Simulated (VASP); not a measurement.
Runs of VASP 6.6.1 on TiB. The structure is that of space group F-43m (No. 216), or close to it. The cells are those of the table. 

```tsv
task	cell	cutoff (eV)	gap on the mesh (eV)	pressure (GPa)
electric field gradients	a = 3.010 Å, angles 60.0°, 2 atoms	520	none	(b)
electric field gradients	a = 3.001, b = 3.001, c = 3.031 Å, angles 59.7, 59.7, 60.7°, 2 atoms	420	none	89.1
single point	a = 3.001, b = 3.001, c = 3.031 Å, angles 59.7, 59.7, 60.7°, 2 atoms	520	none	89.9
electric field gradients	a = 3.030 Å, angles 60.0°, 2 atoms	520	none	83.0
single point	a = 3.010 Å, angles 60.0°, 2 atoms	520	none	90.1
electric field gradients	a = 2.991 Å, angles 60.0°, 2 atoms	520	none	(a)
single point	a = 2.981 Å, angles 60.0°, 2 atoms	520	none	101.4
single point	a = 2.961 Å, angles 60.0°, 2 atoms	520	none	109.7
```

Alike in all rows: level LDA; potentials or basis VASP PAW LDA potentials, release 64 (Ti_sv, B); no spin polarisation; k mesh 13 × 13 × 13; smearing fermi-dirac 0.05 eV.

Problem. Fill in the values left out.

Solution. (a) 97.5; (b) 90.0.

A gap of «none» marks levels without a gap at the run's occupations.
